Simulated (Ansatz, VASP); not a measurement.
# CaSe: VASP beside Ansatz

```xyz
2
Lattice="0.0000 3.2796 3.2796 3.2796 0.0000 3.2796 3.2796 3.2796 0.0000" Properties=species:S:1:pos:R:3 pbc="T T T"
Ca    0.0000    0.0000    0.0000
Se    1.6398    1.6398    1.6398
```

Alike in both runs: task single point; functional PBE-based global hybrid; k mesh 4 × 4 × 4; no spin polarisation.

|  | VASP | Ansatz |
| --- | --- | --- |
| version | VASP 6.6.1 | Ansatz 0.2.0 |
| potentials or method | VASP PAW PBE potentials, release 64 (Ca_sv, Se) | plane waves |
| plane-wave cutoff (eV) | 520 | 420 |
| occupations | gaussian, width 0.01 eV | fixed |
| valence electrons in the cell | 16 | 26 |

VASP gave:

* gap on the k mesh at the Fermi level (eV): 9.91
* pressure (GPa): -0.8

**Question.** What did Ansatz give for the same quantities?

**Answer.** gap on the k mesh at the Fermi level (eV): 9.83; pressure (GPa): -0.4.

VASP's potentials were made for PBE, not for PBE-based global hybrid. VASP's potentials hold 16 valence electrons a cell and Ansatz's 26, so a difference there can come from the potentials and not from the codes. Ansatz's warnings: stress exchange threshold loose, stress scf threshold loose.
